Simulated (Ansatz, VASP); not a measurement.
## One calculation of Sb, two programs

File INCAR:

```
SYSTEM = Sb
  PREC = Accurate
  ENCUT = 520
  EDIFF = 1E-8
  ISMEAR = -1
  SIGMA = 0.05
  LREAL = .False.
  LASPH = .True.
  NELM = 60
  ALGO = Normal
  ISIF = 2
  LWAVE = .False.
  LCHARG = .False.
  GGA = PS
  LEFG = .True.
  NBANDS = 12
```

File KPOINTS:

```
regular mesh
0
Gamma
  9 9 9
  0 0 0
```

POSCAR

```
Sb
1.0
    2.1361663378      1.2333162102      3.7188717261
   -2.1361663378      1.2333162102      3.7188717261
    0.0000000000     -2.4666324202      3.7188717261
Sb
2
Direct
    0.2336400000      0.2336400000      0.2336400000
    0.7663600000      0.7663600000      0.7663600000
```

Input for Ansatz:

```yaml
crystal:
  lattice:
    - [2.1361663378, 1.2333162102, 3.7188717261]
    - [-2.1361663378, 1.2333162102, 3.7188717261]
    - [0.0, -2.4666324202, 3.7188717261]
  atoms:
    - { symbol: Sb, position: [0.23364, 0.23364, 0.23364] }
    - { symbol: Sb, position: [0.76636, 0.76636, 0.76636] }
kpoints:
  mp_grid: { grid: [9, 9, 9] }
scf:
  occupations: { method: fermi_dirac, width: 0.05 }
hamiltonian:
  xc: pbesol
  pseudopotentials: { kind: all_electron, datasets: crystal }
output:
  forces: true
  stress: true
  eigenvalues: true
  efg: { contact_densities: true }
```

Change from the starting cell: volume scaled by 0.98, crystal datasets.

Alike in both runs: task electric field gradients; functional PBEsol; k mesh 9 × 9 × 9; occupations fermi-dirac, width 0.05 eV; no spin polarisation.

```csv
,VASP,Ansatz
version,VASP 6.6.1,Ansatz 0.2.0
potentials or method,"VASP PAW PBE potentials, release 64 (Sb), cutoff 520 eV","all-electron PAW with datasets made for the crystal, scalar-relativistic"
```

VASP gave:

| Item | Value |
| --- | --- |
| pressure (GPa) | 1.9 |
| traceless stress, the component that is largest in VASP (GPa) | -0.54 |
| rms of the force components (eV/Å) | 0.181 |
| size of Vzz on the site where it differs most (V/Å²) | 43.3 |

Problem. What did Ansatz give for the same quantities?

Solution. Pressure (GPa): 1.7; traceless stress, the component that is largest in VASP (GPa): -0.48; rms of the force components (eV/Å): 0.146; size of Vzz on the site where it differs most (V/Å²): 47.7.

VASP's potentials were made for PBE, not for PBEsol. Atom by atom the forces differ by 0.036 eV/Å (rms over components). Ansatz ran all-electron here, and VASP with PAW potentials.

Spin-orbit coupling is off throughout.
